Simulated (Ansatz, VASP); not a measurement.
# GaN in VASP and in Ansatz

INCAR

```
SYSTEM = GaN
  PREC = Accurate
  ENCUT = 520
  EDIFF = 1E-6
  ISMEAR = 0
  SIGMA = 0.05
  LREAL = .False.
  LASPH = .True.
  NELM = 100
  ALGO = Normal
  ISIF = 2
  LWAVE = .False.
  LCHARG = .True.
  GGA = B5
  ALDAX = 1.0
  AGGAX = 1.0
  AGGAC = 1.0
  ALDAC = 0.0
  LELF = .True.
  LVHAR = .True.
  NBANDS = 16
```

The input KPOINTS:

```
Automatic mesh
0
Gamma
  10 10 10
  0 0 0
```

Contents of POSCAR:

```
GaN
1.0
    0.0000000000      2.1629040412      2.1629040412
    2.1629040412      0.0000000000      2.1629040412
    2.1629040412      2.1629040412      0.0000000000
Ga N
1 1
Direct
    0.5000000000      0.5000000000      0.5000000000
    0.0000000000      0.0000000000      0.0000000000
```

Input for Ansatz:

```yaml
crystal:
  lattice:
    - [0.0, 2.1629040412, 2.1629040412]
    - [2.1629040412, 0.0, 2.1629040412]
    - [2.1629040412, 2.1629040412, 0.0]
  atoms:
    - { symbol: Ga, position: [0.5, 0.5, 0.5] }
    - { symbol: "N", position: [0.0, 0.0, 0.0] }
basis:
  ecutwfc: 420
  ecutrho_ratio: 4
kpoints:
  mp_grid: { grid: [10, 10, 10] }
hamiltonian:
  xc: blyp
scf:
  occupations: { method: gaussian, width: 0.05 }
output:
  forces: true
  stress: true
  eigenvalues: true
```

Alike in both runs: task single point; functional BLYP; k mesh 10 × 10 × 10; occupations gaussian, width 0.05 eV; no spin polarisation.

|  | VASP | Ansatz |
| --- | --- | --- |
| version | VASP 6.6.1 | Ansatz 0.2.0 |
| potentials or method | VASP PAW PBE potentials, release 64 (Ga_d, N), cutoff 520 eV | scalar-relativistic, plane waves, PAW |
| valence electrons in the cell | 18 | 18 |

Ansatz gave:

```
gap on the k mesh at the Fermi level (eV) : 0.07
least direct gap on the mesh (eV)         : 1.95
pressure (GPa)                            : 0.1
```

**Question.** Estimate VASP's values.

**Answer.** gap on the k mesh at the Fermi level (eV): 0.10; least direct gap on the mesh (eV): 1.97; pressure (GPa): 1.0.

VASP's potentials were made for PBE, not for BLYP.
